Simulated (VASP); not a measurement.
Set up this calculation in VASP 6.6.1, as the native input.

```yaml
Task: single point
Functional: r2SCAN
Potentials_or_basis: VASP PAW PBE potentials, release 64 (W_sv, S)
Cutoff: 520 eV
k_mesh: 12 × 12 × 2
Occupations: gaussian, width 0.02 eV
Spin: no spin polarisation
Dipole_correction: no
Further_INCAR_settings: ALGO = Normal; EDIFF = 1e-07; NBANDS = 20
```

System: WS2, a slab with vacuum.

```
W S
1.0
     3.18110    0.00000    0.00000
    -1.59055    2.75491    0.00000
     0.00000    0.00000   16.69648
W S
1 2
Direct
  0.33333 0.66667 0.00000
  0.66667 0.33333 0.90663
  0.66667 0.33333 0.09337
```

This cell differs from its parent crystal: strain along c alone, the other axes held: -1.5 %, then relaxed in part.

The input as run:

POSCAR

```
WS2
1.0
    3.1810953945      0.0000000000      0.0000000000
   -1.5905476972      2.7549094235      0.0000000000
    0.0000000000      0.0000000000     16.6964788478
W S
1 2
Direct
    0.3333333333      0.6666666667      0.0000000000
    0.6666666667      0.3333333333      0.9066304014
    0.6666666667      0.3333333333      0.0933695986
```

INCAR.step1

```
PREC = Accurate
ENCUT = 520
ISMEAR = 0
SIGMA = 0.02
LREAL = False
LASPH = True
NELM = 60
NBANDS = 20
GGA = PE
ALGO = Normal
EDIFF = 1E-4
LWAVE = True
LCHARG = False
```

INCAR.step2

```
PREC = Accurate
ENCUT = 520
EDIFF = 1E-7
ISMEAR = 0
SIGMA = 0.02
LREAL = False
LASPH = True
NELM = 60
ALGO = Normal
ISIF = 2
LWAVE = False
LCHARG = True
METAGGA = R2SCAN
LMIXTAU = True
LELF = True
LVHAR = True
NBANDS = 20
ISTART = 1
```

KPOINTS

```
Automatic mesh
0
Gamma
  12 12 2
```

Potentials or basis: VASP PAW PBE potentials, release 64 (W_sv, S).

Command:

```console
$ cat potpaw_PBE.64/W_sv/POTCAR potpaw_PBE.64/S/POTCAR > POTCAR
$ cp INCAR.step1 INCAR
$ mpirun -np 1 vasp_std > vasp.out
$ cp INCAR.step2 INCAR
$ mpirun -np 1 vasp_std > vasp.out
```

Results of the run:

```
Largest force          : 0.026 eV/Å
Band gap on the k mesh : 1.91 eV (least direct gap 1.93 eV)
```

Caveat: the cell differs from its parent crystal (strain along c alone, the other axes held: -1.5 %, then relaxed in part); there is no dipole correction, which matters where the two faces differ; the PAW data sets were made with another functional, which shifts forces and pressure a little; spin-orbit coupling is left out, which moves the levels of the heavy elements.

Run time: 7 min on 1 thread of AMD EPYC 9R45 96-Core Processor (Zen 5), with other jobs on the host, peak memory 0.31 GiB.
